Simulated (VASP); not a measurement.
# WSe4 in VASP: a series of runs

Runs on WSe4. Level: PBE. Tasks: single point.

Everything below comes from runs of VASP 6.6.1. Logs are shortened: lines on timing, memory, paths and dates and some standing lists are left out, and cuts for length are marked.

## 1. The cell of the first run

The cell holds a slab with vacuum, 5 atoms: a = 3.320 Å, b = 3.320 Å, c = 44.952 Å, α = 90.00°, β = 90.00°, γ = 120.00°.

## 2. Single point, PBE

INCAR reads:

```
PREC = Accurate
ENCUT = 520
EDIFF = 1E-6
ISMEAR = 0
SIGMA = 0.05
LREAL = F
LASPH = T
NELM = 60
ALGO = Normal
ISIF = 2
LWAVE = F
LCHARG = F
LDIPOL = T
IDIPOL = 3
DIPOL = 0.5 0.5 0.500
GGA = PE
NBANDS = 27
```

KPOINTS reads:

```
Automatic mesh
0
Gamma
  9 9 1
```

POSCAR reads:

```
WSe4
1.0
    3.3200828450      0.0000000000      0.0000000000
   -1.6600414225      2.8752760865      0.0000000000
    0.0000000000      0.0000000000     44.9517854828
Se W
4 1
Direct
    0.3333333333      0.6666666667      0.1668454305
    0.3333333333      0.6666666667      0.4626634717
    0.3333333333      0.6666666667      0.5373365283
    0.3333333333      0.6666666667      0.8331545695
    0.0000000000      0.0000000000      0.5000000000
```

Potentials or basis: VASP PAW PBE potentials, release 64 (Se, W_sv).

The run is started by

```
$ cat potpaw_PBE.64/Se/POTCAR potpaw_PBE.64/W_sv/POTCAR > POTCAR
$ mpirun -np 1 vasp_std > vasp.out
```

OUTCAR:

```text
PREC = Accurate
   ENCUT = 520
   EDIFF = 1E-6
   ISMEAR = 0
   LREAL = F
   LASPH = T
   NELM = 60
   ISIF = 2
   GGA = PE

 ion  position               nearest neighbor table
   1  0.333  0.667  0.167-
   2  0.333  0.667  0.463-   5 2.55   5 2.55   5 2.55
   3  0.333  0.667  0.537-   5 2.55   5 2.55   5 2.55
   4  0.333  0.667  0.833-
   5  0.000  0.000  0.500-   2 2.55   3 2.55   2 2.55   3 2.55   2 2.55   3 2.55

  LATTYP: Found a hexagonal cell.
 ALAT       =     3.3200828450
 C/A-ratio  =    13.5393565707

  Lattice vectors:

 A1 = (   3.3200828450,   0.0000000000,   0.0000000000)
 A2 = (  -1.6600414225,   2.8752760865,   0.0000000000)
 A3 = (   0.0000000000,   0.0000000000,  44.9517854828)

Analysis of symmetry for initial positions (statically):
=====================================================================
 Subroutine PRICEL returns:
 Original cell was already a primitive cell.

 Routine SETGRP: Setting up the symmetry group for a
 hexagonal supercell.

 Subroutine GETGRP returns: Found 12 space group operations
 (whereof 12 operations were pure point group operations)
 out of a pool of 24 trial point group operations.

The static configuration has the point symmetry D_3h.

Analysis of symmetry for dynamics (positions and initial velocities):
=====================================================================
 Subroutine PRICEL returns:
 Original cell was already a primitive cell.

 Routine SETGRP: Setting up the symmetry group for a
 hexagonal supercell.

 Subroutine GETGRP returns: Found 12 space group operations
 (whereof 12 operations were pure point group operations)
 out of a pool of 24 trial point group operations.

The dynamic configuration has the point symmetry D_3h.

 Subroutine INISYM returns: Found 12 space group operations
 (whereof 12 operations are pure point group operations),
 and found     1 'primitive' translations

----------------------------------------------------------------------------------------

                                     Primitive cell

  volume of cell :     429.1167

  direct lattice vectors                    reciprocal lattice vectors
     3.320082845  0.000000000  0.000000000     0.301197303  0.173896344  0.000000000
    -1.660041422  2.875276086  0.000000000     0.000000000  0.347792688  0.000000000
[... 85 lines left out ...]
   ISYM   =      2    0-nonsym 1-usesym 2-fastsym
   POTIM  = 0.5000    time-step for ionic-motion
   TEBEG  =    0.0;   TEEND  =   0.0 temperature during run
   PSTRESS=    0.0 pullay stress
   NELECT =      38.0000    total number of electrons
   NUPDOWN=      -1.0000    fix difference up-down
   EMIN   =  10.00;   EMAX   =-10.00  energy-range for DOS
   EFERMI =   0.00;   METHOD = LEGACY
   ISMEAR =     0;   SIGMA  =   0.05  broadening in eV -4-tet -1-fermi 0-gaus
   EFERMI_NEDOS =   21; number of points for ismear=-14 and -15
   IALGO  =     38    algorithm
   IMIX   =      4    mixing-type and parameters
     AMIX     =   0.40;   BMIX     =  1.00
     AMIX_MAG =   1.60;   BMIX_MAG =  1.00
  volume/ion in A,a.u.               =      85.82       579.16
  Fermi-wavevector in a.u.,A,eV,Ry     =   0.729700  1.378933  7.244582  0.532462
  Thomas-Fermi vector in A             =   1.821487
   LORBIT       =      0    0 simple, 1 ext, 2 COOP (PROOUT), +10 PAW based schemes
   GGA     = PE    functional components
   LHFCALC =     F    Hartree Fock is set to
   AEXX    =    0.0000 exact exchange contribution
   IVDW    =     0    specifies the selected vdW correction
   LEPSILON=     F    determine dielectric tensor
   LRPA    =     F    only Hartree local field effects (RPA)
 non-spin polarized calculation
 Gauss-broadening in eV      SIGMA  =   0.05
  energy-cutoff  :      520.00
  volume of cell :      429.12
 maximum number of plane-waves:     11616
 NGX is ok and might be reduce to    28
   NGX = 13   NGY = 13   NGZ =167

 dipolmoment           0.000000      0.000000      0.000000 electrons x Angstroem

 number of electron      37.9999997 magnetization

 dipolmoment           0.000000      0.000000     -0.000000 electrons x Angstroem

 Free energy of the ion-electron system (eV)
  ---------------------------------------------------
  ext. energy  EPLUGINS =         0.00000000
  ---------------------------------------------------
  free energy    TOTEN  =       -25.99338139 eV

  energy without entropy =      -25.98079719  energy(sigma->0) =      -25.98708929

 E-fermi :  -3.3233     XC(G=0):  -3.4897

 val. band max:       -3.3445080275   @ k =   0.3333   0.3333   0.0000
 cond. band min:      -3.2956232064   @ k =   0.3333   0.2222   0.0000
 fundamental gap:      0.0488848211
 Fermi energy:        -3.3233048974

 k-point     1 :       0.0000    0.0000    0.0000
  band No.  band energies     occupation
      1     -77.4289      2.00000
      2     -41.6439      2.00000
      3     -41.5478      2.00000
      4     -41.5478      2.00000
      5     -18.0275      2.00000
      6     -16.7897      2.00000
[... 349 lines left out ...]
     26       2.4379      0.00000
     27       3.0565      0.00000

------------------------ aborting loop because EDIFF is reached ----------------------------------------

 vacuum level on the upper side and lower side of the slab       (xc-potential included)        -0.216        -0.216

  FORCE on cell =-STRESS in cart. coord.  units (eV):
  Direction    XX          YY          ZZ          XY          YZ          ZX
  --------------------------------------------------------------------------------------
  -------------------------------------------------------------------------------------
  Total       -5.9466800     -5.9466800      0.1560117      0.0000000      0.0000000      0.0000000
  in kB      -22.2029015    -22.2029015      0.5824953      0.0000000      0.0000000      0.0000000
  external PRESSURE =     -14.6077692 kB  Pullay stress =       0.0000000 kB

 VOLUME and BASIS-vectors are now :
 -----------------------------------------------------------------------------
  energy-cutoff  :      520.00
  volume of cell :      429.12
      direct lattice vectors                 reciprocal lattice vectors
     3.320082845  0.000000000  0.000000000     0.301197303  0.173896344  0.000000000
    -1.660041422  2.875276086  0.000000000     0.000000000  0.347792688  0.000000000
     0.000000000  0.000000000 44.951785483     0.000000000  0.000000000  0.022246057

 POSITION                                       TOTAL-FORCE (eV/Angst)
 -----------------------------------------------------------------------------------
     -0.00000      1.91685      7.50000        -0.000000      0.000000      0.000357
     -0.00000      1.91685     20.79755         0.000000     -0.000000     -0.056395
     -0.00000      1.91685     24.15424         0.000000     -0.000000      0.056395
     -0.00000      1.91685     37.45179        -0.000000      0.000000     -0.000357
      0.00000      0.00000     22.47589        -0.000000     -0.000000     -0.000000
 -----------------------------------------------------------------------------------
    total drift:                                0.000000     -0.000000     -0.000000

  FREE ENERGIE OF THE ION-ELECTRON SYSTEM (eV)
  ---------------------------------------------------
  free  energy   TOTEN  =       -25.9933813917 eV

  energy  without entropy=      -25.9807971918  energy(sigma->0) =      -25.98708929

 vacuum level on the upper side and lower side of the slab         3.032         3.032
```

OSZICAR:

```text
N       E                     dE             d eps       ncg     rms          rms(c)
DAV:   1     0.263601747471E+03    0.26360E+03   -0.16118E+04   776   0.104E+03
DAV:   2     0.350761439629E+01   -0.26009E+03   -0.25299E+03   931   0.207E+02
DAV:   3    -0.266092282942E+02   -0.30117E+02   -0.29823E+02   877   0.715E+01
[... 29 lines left out ...]
DAV:  33    -0.259935225351E+02    0.26212E-03   -0.84740E-06   632   0.111E-02    0.320E-02
DAV:  34    -0.259934313861E+02    0.91149E-04   -0.16209E-06   559   0.488E-03    0.207E-02
DAV:  35    -0.259933892527E+02    0.42133E-04   -0.60880E-07   467   0.336E-03    0.106E-02
DAV:  36    -0.259933806737E+02    0.85791E-05   -0.52967E-07   508   0.312E-03    0.379E-03
DAV:  37    -0.259933813917E+02   -0.71807E-06   -0.40846E-07   416   0.308E-03
   1 F= -.25993381E+02 E0= -.25987089E+02  d E =-.125842E-01
```

It took 3.6 min on 1 thread of AMD EPYC 9R45 (Zen 5), shared host; peak memory 0.64 GiB.

What came out:

- Free energy: -25.9934 eV
- Largest force: 0.056 eV/Å
- Band gap on the k mesh: zero (bands 19 and 20 overlap by 2.37 eV)

Forces in eV/Å, atoms in the order of the input:
```
Se   0.000  0.000  0.000
Se   0.000  0.000 -0.056
Se   0.000  0.000  0.056
Se   0.000  0.000  0.000
W    0.000  0.000  0.000
```

Caveat: spin-orbit coupling is left out, which moves the levels of the heavy elements.

## 3. Single point, PBE

INCAR reads:

```
SYSTEM = WSe4
PREC = Accurate ; ENCUT = 520
EDIFF = 1E-6 ; ISMEAR = 0
SIGMA = 0.05 ; LREAL = .FALSE.
LASPH = .TRUE. ; NELM = 60
ALGO = Normal ; ISIF = 2
LWAVE = .FALSE. ; LCHARG = .FALSE.
LDIPOL = .TRUE. ; IDIPOL = 3
DIPOL = 0.5 0.5 0.500 ; GGA = PE
NBANDS = 27
```

KPOINTS reads:

```
Automatic mesh
0
G
  9 9 1
  0 0 0
```

POSCAR is that of step 2.

Potentials or basis: VASP PAW PBE potentials, release 64 (Se, W_sv).

The run is started by

```
$ cat potpaw_PBE.64/Se/POTCAR potpaw_PBE.64/W_sv/POTCAR > POTCAR
$ mpirun -np 1 vasp_std > vasp.out
```

OUTCAR:

```text
SYSTEM = WSe4
   PREC = Accurate
   ENCUT = 520
   EDIFF = 1E-6
   ISMEAR = 0
   LREAL = .FALSE.
   LASPH = .TRUE.
   NELM = 60
   ISIF = 2
   GGA = PE

 ion  position               nearest neighbor table
   1  0.333  0.667  0.167-
   2  0.333  0.667  0.463-   5 2.55   5 2.55   5 2.55
   3  0.333  0.667  0.537-   5 2.55   5 2.55   5 2.55
   4  0.333  0.667  0.833-
   5  0.000  0.000  0.500-   2 2.55   3 2.55   2 2.55   3 2.55   2 2.55   3 2.55

  LATTYP: Found a hexagonal cell.
 ALAT       =     3.3200828450
 C/A-ratio  =    13.5393565707

  Lattice vectors:

 A1 = (   3.3200828450,   0.0000000000,   0.0000000000)
 A2 = (  -1.6600414225,   2.8752760865,   0.0000000000)
 A3 = (   0.0000000000,   0.0000000000,  44.9517854828)

Analysis of symmetry for initial positions (statically):
=====================================================================
 Subroutine PRICEL returns:
 Original cell was already a primitive cell.

 Routine SETGRP: Setting up the symmetry group for a
 hexagonal supercell.
[... 168 lines left out ...]
 cond. band min:      -3.2956232064   @ k =   0.3333   0.2222   0.0000
 fundamental gap:      0.0488848211
 Fermi energy:        -3.3233048974

 k-point     1 :       0.0000    0.0000    0.0000
  band No.  band energies     occupation
      1     -77.4289      2.00000
      2     -41.6439      2.00000
      3     -41.5478      2.00000
      4     -41.5478      2.00000
      5     -18.0275      2.00000
      6     -16.7897      2.00000
[... 349 lines left out ...]
     26       2.4379      0.00000
     27       3.0565      0.00000

------------------------ aborting loop because EDIFF is reached ----------------------------------------

 vacuum level on the upper side and lower side of the slab       (xc-potential included)        -0.216        -0.216

  FORCE on cell =-STRESS in cart. coord.  units (eV):
  Direction    XX          YY          ZZ          XY          YZ          ZX
  --------------------------------------------------------------------------------------
  -------------------------------------------------------------------------------------
  Total       -5.9466800     -5.9466800      0.1560117      0.0000000      0.0000000      0.0000000
  in kB      -22.2029015    -22.2029015      0.5824953      0.0000000      0.0000000      0.0000000
  external PRESSURE =     -14.6077692 kB  Pullay stress =       0.0000000 kB

 VOLUME and BASIS-vectors are now :
 -----------------------------------------------------------------------------
  energy-cutoff  :      520.00
  volume of cell :      429.12
      direct lattice vectors                 reciprocal lattice vectors
     3.320082845  0.000000000  0.000000000     0.301197303  0.173896344  0.000000000
    -1.660041422  2.875276086  0.000000000     0.000000000  0.347792688  0.000000000
     0.000000000  0.000000000 44.951785483     0.000000000  0.000000000  0.022246057

 POSITION                                       TOTAL-FORCE (eV/Angst)
 -----------------------------------------------------------------------------------
     -0.00000      1.91685      7.50000        -0.000000      0.000000      0.000357
     -0.00000      1.91685     20.79755         0.000000     -0.000000     -0.056395
     -0.00000      1.91685     24.15424         0.000000     -0.000000      0.056395
     -0.00000      1.91685     37.45179        -0.000000      0.000000     -0.000357
      0.00000      0.00000     22.47589        -0.000000     -0.000000     -0.000000
 -----------------------------------------------------------------------------------
    total drift:                                0.000000     -0.000000     -0.000000

  FREE ENERGIE OF THE ION-ELECTRON SYSTEM (eV)
  ---------------------------------------------------
  free  energy   TOTEN  =       -25.9933813917 eV

  energy  without entropy=      -25.9807971918  energy(sigma->0) =      -25.98708929

 vacuum level on the upper side and lower side of the slab         3.032         3.032
```

stdout:

```text
POSCAR found type information on POSCAR SeW
 POSCAR found :  2 types and       5 ions
 scaLAPACK will be used
 LDA part: xc-table for (Slater+PW92), standard interpolation
 POSCAR, INCAR and KPOINTS ok, starting setup
 FFT: planning ... GRIDC
 FFT: planning ... GRID_SOFT
 FFT: planning ... GRID
 WAVECAR not read
 entering main loop
```

Wall time 3.6 min (1 thread of AMD EPYC 9R45 (Zen 5), shared host); peak memory 0.64 GiB.

Results:

```yaml
Free_energy: -25.9934 eV
Largest_force: 0.056 eV/Å
Band_gap_on_the_k_mesh: zero (bands 19 and 20 overlap by 2.37 eV)
```

Forces in eV/Å, atoms in the order of the input:
```
Se   0.000  0.000  0.000
Se   0.000  0.000 -0.056
Se   0.000  0.000  0.056
Se   0.000  0.000  0.000
W    0.000  0.000  0.000
```

Levels at points of the mesh, in eV from the Fermi level:
| k point | band 16 | band 17 | band 18 | band 19 | band 20 | band 21 | band 22 | band 23 |
| --- | --- | --- | --- | --- | --- | --- | --- | --- |
| (0.00, 0.00, 0.00) | -1.25 | -0.32 | 2.05 | 2.05 | 2.05 | 2.05 | 2.88 | 2.88 |

Caveat: spin-orbit coupling is left out, which moves the levels of the heavy elements.

## 4. Single point, PBE

This run uses another cell than the first one.

INCAR reads:

```
SYSTEM = WSe4
  ALGO = Normal
  EDIFF = 1E-7
  ENCUT = 520
  GGA = PE
  ISIF = 2
  ISMEAR = 0
  LASPH = .TRUE.
  LCHARG = .TRUE.
  LELF = .TRUE.
  LREAL = .FALSE.
  LVHAR = .TRUE.
  LWAVE = .FALSE.
  NBANDS = 27
  NELM = 80
  PREC = Accurate
  SIGMA = 0.05
```

KPOINTS reads:

```
k-points
0
G
  9 9 1
  0 0 0
```

POSCAR reads:

```
WSe4
1.0
    3.3200828450      0.0000000000      0.0000000000
   -1.6600414225      2.8752760865      0.0000000000
    0.0000000000      0.0000000000     37.9517854828
Se W
4 1
Direct
    0.3333333333      0.6666666667      0.1053968858
    0.3333333333      0.6666666667      0.4557769526
    0.3333333333      0.6666666667      0.5442230474
    0.3333333333      0.6666666667      0.8946031142
    0.0000000000      0.0000000000      0.5000000000
```

The run is started by

```
$ cat potpaw_PBE.64/Se/POTCAR potpaw_PBE.64/W_sv/POTCAR > POTCAR
$ mpirun -np 1 vasp_std > vasp.out
```

Run time: 4.6 min. Hardware: 1 thread of AMD EPYC 9R45 (Zen 5), shared host; peak memory 0.53 GiB.

The run converged. Its results:

```yaml
Free_energy: -25.9933 eV
Largest_force: 0.056 eV/Å
Band_gap_on_the_k_mesh: zero (bands 19 and 20 overlap by 2.37 eV)
```

Forces on the atoms (eV/Å):
```
Se   0.000  0.000  0.000
Se   0.000  0.000 -0.056
Se   0.000  0.000  0.056
Se   0.000  0.000  0.000
W    0.000  0.000  0.000
```

Levels at points of the mesh, in eV from the Fermi level:
| k point | band 16 | band 17 | band 18 | band 19 | band 20 | band 21 | band 22 | band 23 |
| --- | --- | --- | --- | --- | --- | --- | --- | --- |
| (0.00, 0.00, 0.00) | -1.25 | -0.32 | 2.05 | 2.05 | 2.05 | 2.05 | 2.88 | 2.88 |

Caveat: there is no dipole correction, which matters where the two faces differ; spin-orbit coupling is left out, which moves the levels of the heavy elements.

(Continued in part 2 of 2.)

The gap in the log of VASP goes by the Fermi energy; the results here count the filled bands.